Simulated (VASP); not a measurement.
# BaO (Fm-3m) in VASP: single point with PBEsol

Aim: the single point of BaO with PBEsol.

All numbers are computed with VASP 6.6.1; they aren't measurements. Logs are shortened: lines on timing, memory, paths and dates and some standing lists are left out, and cuts for length are marked.

**1. The cell of the first run**

The structure is cubic, space group Fm-3m (No. 225). The conventional cell has a = 5.500 Å, b = 5.500 Å, c = 5.500 Å, α = 90.00°, β = 90.00°, γ = 90.00°. Ba (site symmetry m-3m) has 6 O at 2.75 Å within 3.6 Å. Within 3.6 Å of O (site symmetry m-3m) lie 6 Ba at 2.75 Å.

**2. Single point, PBEsol**

The input, INCAR:

```
  ALGO = Normal
  EDIFF = 1E-6
  ENCUT = 600
  GGA = PS
  GGA_COMPAT = F
  ISIF = 2
  ISMEAR = 0
  LASPH = T
  LCHARG = F
  LREAL = F
  LWAVE = F
  NBANDS = 15
  NELM = 120
  PREC = Accurate
  SIGMA = 0.01
```

The input, KPOINTS:

```
k-points
0
Gamma
  7 7 7
```

The input, POSCAR:

```
BaO
1.0
    0.0000000000      2.7500000000      2.7500000000
    2.7500000000      0.0000000000      2.7500000000
    2.7500000000      2.7500000000      0.0000000000
Ba O
1 1
Direct
    0.0000000000      0.0000000000      0.0000000000
    0.5000000000      0.5000000000      0.5000000000
```

Potentials or basis: VASP PAW PBE potentials, release 64 (Ba_sv, O).

The run is started by

```
$ cat potpaw_PBE.64/Ba_sv/POTCAR potpaw_PBE.64/O/POTCAR > POTCAR
$ mpirun -np 1 vasp_std > vasp.out
```

OUTCAR:

```text
EDIFF = 1E-6
   ENCUT = 600
   GGA = PS
   ISIF = 2
   ISMEAR = 0
   LASPH = T
   LREAL = F
   NELM = 120
   PREC = Accurate

 ion  position               nearest neighbor table
   1  0.000  0.000  0.000-   2 2.75   2 2.75   2 2.75   2 2.75   2 2.75   2 2.75
   2  0.500  0.500  0.500-   1 2.75   1 2.75   1 2.75   1 2.75   1 2.75   1 2.75

  LATTYP: Found a face centered cubic cell.
 ALAT       =     5.5000000000

  Lattice vectors:

 A1 = (   0.0000000000,   2.7500000000,   2.7500000000)
 A2 = (   2.7500000000,   0.0000000000,   2.7500000000)
 A3 = (   2.7500000000,   2.7500000000,   0.0000000000)

Analysis of symmetry for initial positions (statically):
=====================================================================
 Subroutine PRICEL returns:
 Original cell was already a primitive cell.

 Routine SETGRP: Setting up the symmetry group for a
 face centered cubic supercell.

 Subroutine GETGRP returns: Found 48 space group operations
 (whereof 48 operations were pure point group operations)
 out of a pool of 48 trial point group operations.

The static configuration has the point symmetry O_h .

Analysis of symmetry for dynamics (positions and initial velocities):
=====================================================================
 Subroutine PRICEL returns:
 Original cell was already a primitive cell.

 Routine SETGRP: Setting up the symmetry group for a
 face centered cubic supercell.

 Subroutine GETGRP returns: Found 48 space group operations
 (whereof 48 operations were pure point group operations)
 out of a pool of 48 trial point group operations.

The dynamic configuration has the point symmetry O_h .

 Subroutine INISYM returns: Found 48 space group operations
 (whereof 48 operations are pure point group operations),
 and found     1 'primitive' translations

----------------------------------------------------------------------------------------

                                     Primitive cell

  volume of cell :      41.5938

  direct lattice vectors                    reciprocal lattice vectors
     0.000000000  2.750000000  2.750000000    -0.181818182  0.181818182  0.181818182
     2.750000000  0.000000000  2.750000000     0.181818182 -0.181818182  0.181818182
     2.750000000  2.750000000  0.000000000     0.181818182  0.181818182 -0.181818182

  length of vectors
     3.889087297  3.889087297  3.889087297     0.314918329  0.314918329  0.314918329

  position of ions in fractional coordinates (direct lattice)
     0.000000000  0.000000000  0.000000000
     0.500000000  0.500000000  0.500000000

  ion indices of the primitive-cell ions
   primitive index   ion index
                 1           1
                 2           2

----------------------------------------------------------------------------------------

 KPOINTS: k-points

Automatic generation of k-mesh.
 Grid dimensions read from file:
 generate k-points for:    7    7    7

 Generating k-lattice:

  Cartesian coordinates                     Fractional coordinates (reciprocal lattice)
    -0.025974026  0.025974026  0.025974026     0.142857143  0.000000000  0.000000000
     0.025974026 -0.025974026  0.025974026     0.000000000  0.142857143  0.000000000
     0.025974026  0.025974026 -0.025974026     0.000000000  0.000000000  0.142857143

  Length of vectors
     0.044988333  0.044988333  0.044988333

  Shift w.r.t. Gamma in fractional coordinates (k-lattice)
     0.000000000  0.000000000  0.000000000

 Subroutine IBZKPT returns following result:
 ===========================================

 Found     20 irreducible k-points:

 Following reciprocal coordinates:
            Coordinates               Weight
  0.000000  0.000000  0.000000      1.000000
  0.142857  0.000000  0.000000      8.000000
  0.285714  0.000000  0.000000      8.000000
  0.428571  0.000000  0.000000      8.000000
  0.142857  0.142857  0.000000      6.000000
  0.285714  0.142857  0.000000     24.000000
[... 12 lines left out ...]
 -0.428571  0.428571  0.142857     24.000000
 -0.285714  0.428571  0.142857     24.000000
   k-points           NKPTS =     20   k-points in BZ     NKDIM =     20   number of bands    NBANDS=     15
   number of dos      NEDOS =    301   number of ions     NIONS =      2
   total plane-waves  NPLWV =  32768
   dimension x,y,z NGX =    32 NGY =   32 NGZ =   32
   dimension x,y,z NGXF=    64 NGYF=   64 NGZF=   64
   ions per type =               1   1
   NGX,Y,Z   is equivalent  to a cutoff of  13.68, 13.68, 13.68 a.u.
   NGXF,Y,Z  is equivalent  to a cutoff of  27.36, 27.36, 27.36 a.u.
 SYSTEM =  unknown system
   PREC   = accura    normal or accurate (medium, high low for compatibility)
   ISTART =      0    job   : 0-new  1-cont  2-samecut
   ICHARG =      2    charge: 1-file 2-atom 10-const
   ISPIN  =      1    spin polarized calculation?
   LNONCOLLINEAR =      F non collinear calculations
   LSORBIT =      F    spin-orbit coupling
   LASPH  =      T    aspherical Exc in radial PAW
   ENCUT  =  600.0 eV  44.10 Ry    6.64 a.u.   7.77  7.77  7.77*2*pi/ulx,y,z
   NELM   =    120;   NELMIN=  2; NELMDL= -5     # of ELM steps
   EDIFF  = 0.1E-05   stopping-criterion for ELM
   LREAL  =      F    real-space projection
   EDIFFG = 0.1E-04   stopping-criterion for IOM
   NSW    =      0    number of steps for IOM
   IBRION =     -1    ionic relax: 0-MD 1-quasi-New 2-CG
   NFREE  =      0    steps in history (QN), initial steepest desc. (CG)
   ISIF   =      2    stress and relaxation
   ISYM   =      2    0-nonsym 1-usesym 2-fastsym
   POTIM  = 0.5000    time-step for ionic-motion
   TEBEG  =    0.0;   TEEND  =   0.0 temperature during run
   PSTRESS=    0.0 pullay stress
   NELECT =      16.0000    total number of electrons
   NUPDOWN=      -1.0000    fix difference up-down
   EMIN   =  10.00;   EMAX   =-10.00  energy-range for DOS
   EFERMI =   0.00;   METHOD = LEGACY
   ISMEAR =     0;   SIGMA  =   0.01  broadening in eV -4-tet -1-fermi 0-gaus
   EFERMI_NEDOS =   21; number of points for ismear=-14 and -15
   IALGO  =     38    algorithm
   IMIX   =      4    mixing-type and parameters
     AMIX     =   0.40;   BMIX     =  1.00
     AMIX_MAG =   1.60;   BMIX_MAG =  1.00
  volume/ion in A,a.u.               =      20.80       140.34
  Fermi-wavevector in a.u.,A,eV,Ry     =   1.190617  2.249940 19.287200  1.417569
  Thomas-Fermi vector in A             =   2.326698
   LORBIT       =      0    0 simple, 1 ext, 2 COOP (PROOUT), +10 PAW based schemes
   GGA     = PS    functional components
   LHFCALC =     F    Hartree Fock is set to
   AEXX    =    0.0000 exact exchange contribution
   IVDW    =     0    specifies the selected vdW correction
   LEPSILON=     F    determine dielectric tensor
   LRPA    =     F    only Hartree local field effects (RPA)
 non-spin polarized calculation
 Gauss-broadening in eV      SIGMA  =   0.01
  energy-cutoff  :      600.00
  volume of cell :       41.59
 maximum number of plane-waves:      1411
   NGX = 15   NGY = 15   NGZ = 15

 number of electron      15.9999997 magnetization

 Free energy of the ion-electron system (eV)
  ---------------------------------------------------
  ext. energy  EPLUGINS =         0.00000000
  ---------------------------------------------------
  free energy    TOTEN  =       -12.39738305 eV

  energy without entropy =      -12.39738305  energy(sigma->0) =      -12.39738305

 E-fermi :   1.9237     XC(G=0):  -9.9534

 val. band max:        1.8022161919   @ k =  -0.4286   0.4286   0.0000
 cond. band min:       3.7361728441   @ k =   0.4286   0.4286   0.0000
 fundamental gap:      1.9339566522
 Fermi energy:         1.9236772964

 k-point     1 :       0.0000    0.0000    0.0000
  band No.  band energies     occupation
      1     -23.9908      2.00000
      2     -13.1374      2.00000
      3      -8.4367      2.00000
      4      -8.4367      2.00000
      5      -8.4367      2.00000
      6       1.4463      2.00000
      7       1.4463      2.00000
      8       1.4463      2.00000
      9       5.3100      0.00000
     10       6.4738      0.00000
     11       6.4738      0.00000
     12       6.4738      0.00000
     13       8.8159      0.00000
     14       8.8159      0.00000
     15      11.6224      0.00000

 k-point     2 :       0.1429    0.0000    0.0000
  band No.  band energies     occupation
      1     -23.9390      2.00000
      2     -13.2875      2.00000
      3      -8.4853      2.00000
      4      -8.4617      2.00000
      5      -8.4617      2.00000
      6       1.0019      2.00000
      7       1.1773      2.00000
      8       1.1773      2.00000
      9       6.0998      0.00000
     10       6.3718      0.00000
     11       6.8633      0.00000
     12       6.8633      0.00000
     13       9.3529      0.00000
     14       9.3529      0.00000
     15      12.8968      0.00000

 k-point     3 :       0.2857    0.0000    0.0000
  band No.  band energies     occupation
      1     -23.8187      2.00000
      2     -13.6259      2.00000
      3      -8.5843      2.00000
      4      -8.5159      2.00000
      5      -8.5159      2.00000
      6       0.2579      2.00000
      7       0.6580      2.00000
      8       0.6580      2.00000
      9       6.2954      0.00000
     10       7.8778      0.00000
     11       7.8778      0.00000
     12       8.0962      0.00000
     13      10.6213      0.00000
     14      10.6213      0.00000
     15      15.3184      0.00000
[... 271 lines left out ...]
 k-point    19 :      -0.4286    0.4286    0.1429
  band No.  band energies     occupation
      1     -23.6377      2.00000
      2     -13.5119      2.00000
      3      -9.7236      2.00000
      4      -9.2465      2.00000
      5      -8.7126      2.00000
      6       0.8299      2.00000
      7       1.5082      2.00000
      8       1.5626      2.00000
      9       4.7453      0.00000
     10       8.3323      0.00000
     11       8.7486      0.00000
     12      11.2857      0.00000
     13      11.3259      0.00000
     14      13.5945      0.00000
     15      14.4531      0.00000

 k-point    20 :      -0.2857    0.4286    0.1429
  band No.  band energies     occupation
      1     -23.6275      2.00000
      2     -13.5838      2.00000
      3      -9.6631      2.00000
      4      -9.3504      2.00000
      5      -8.5547      2.00000
      6       0.4330      2.00000
      7       1.3517      2.00000
      8       1.6422      2.00000
      9       5.9328      0.00000
     10       7.0809      0.00000
     11       8.9346      0.00000
     12      11.1609      0.00000
     13      11.7201      0.00000
     14      13.5244      0.00000
     15      15.3947      0.00000

------------------------ aborting loop because EDIFF is reached ----------------------------------------

  FORCE on cell =-STRESS in cart. coord.  units (eV):
  Direction    XX          YY          ZZ          XY          YZ          ZX
  --------------------------------------------------------------------------------------
  -------------------------------------------------------------------------------------
  Total        0.3558856      0.3558856      0.3558856      0.0000000     -0.0000000      0.0000000
  in kB       13.7085939     13.7085939     13.7085939      0.0000000     -0.0000000      0.0000000
  external PRESSURE =      13.7085939 kB  Pullay stress =       0.0000000 kB

 VOLUME and BASIS-vectors are now :
 -----------------------------------------------------------------------------
  energy-cutoff  :      600.00
  volume of cell :       41.59
      direct lattice vectors                 reciprocal lattice vectors
     0.000000000  2.750000000  2.750000000    -0.181818182  0.181818182  0.181818182
     2.750000000  0.000000000  2.750000000     0.181818182 -0.181818182  0.181818182
     2.750000000  2.750000000  0.000000000     0.181818182  0.181818182 -0.181818182

 POSITION                                       TOTAL-FORCE (eV/Angst)
 -----------------------------------------------------------------------------------
      0.00000      0.00000      0.00000         0.000000      0.000000     -0.000000
      2.75000      2.75000      2.75000         0.000000      0.000000      0.000000
 -----------------------------------------------------------------------------------
    total drift:                                0.000000     -0.000000      0.000000

  FREE ENERGIE OF THE ION-ELECTRON SYSTEM (eV)
  ---------------------------------------------------
  free  energy   TOTEN  =       -12.3973830536 eV

  energy  without entropy=      -12.3973830536  energy(sigma->0) =      -12.39738305
```

It used 9.2 s of CPU time on 1 thread of AMD EPYC 7R13, on a shared host.

Results:

```yaml
Free_energy: -12.3974 eV
Pressure: 1.4 GPa
Band_gap_on_the_k_mesh: 1.93 eV (least direct gap 2.10 eV)
```

Caveat: the PAW data sets were made with another functional, which shifts forces and pressure a little; spin-orbit coupling is left out, which moves the levels of the heavy elements; an odd mesh through Γ misses points on the zone boundary, where band edges can lie.
